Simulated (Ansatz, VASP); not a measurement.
**One calculation of CdSn2O3, two programs**

```xyz
12
Lattice="5.0594 -2.9075 0.0000 5.0594 2.9075 0.0000 -0.0244 0.0000 6.7158" Properties=species:S:1:pos:R:3 pbc="T T T"
Cd    0.0011    0.0000    0.1174
Cd    0.0094    0.0000    3.2963
Sn    6.5892    0.0000    5.5475
Sn    6.7492    0.0000    1.8714
Sn    3.2055    0.0000    4.4975
Sn    3.3946    0.0000    1.4543
O     7.5364    1.3568    0.3905
O     2.6033   -1.3495    2.9778
O     7.5364   -1.3568    0.3905
O     2.6033    1.3495    2.9778
O     5.1846    0.0000    0.3773
O     4.9459    0.0000    2.9608
```

Change from the starting cell: the structure that the rattled cell fell into.

Alike in both runs: task single point; functional PBE; k mesh 4 × 4 × 4; occupations gaussian, width 0.1 eV; no spin polarisation.

|  | VASP | Ansatz |
| --- | --- | --- |
| version | VASP 6.6.1 | Ansatz 0.2.0 |
| potentials or method | VASP PAW PBE potentials, release 64 (Cd, Sn_d, O), cutoff 520 eV | scalar-relativistic, plane waves, PAW |
| valence electrons in the cell | 116 | 132 |

```tsv
	VASP	Ansatz	Ansatz less VASP
gap on the k mesh at the Fermi level (eV)	none	none	-
pressure (GPa)	2.8	2.5	-0.30
traceless stress, the component that is largest in VASP (GPa)	2.17	2.10	-0.065
rms of the force components (eV/Å)	0.299	0.290	-0.0097
```

Atom by atom the forces differ by 0.022 eV/Å (rms over components). A gap of «none» marks a metal or a gap that the smearing closes. VASP's potentials hold 116 valence electrons a cell and Ansatz's 132, so a difference there can come from the potentials and not from the codes.
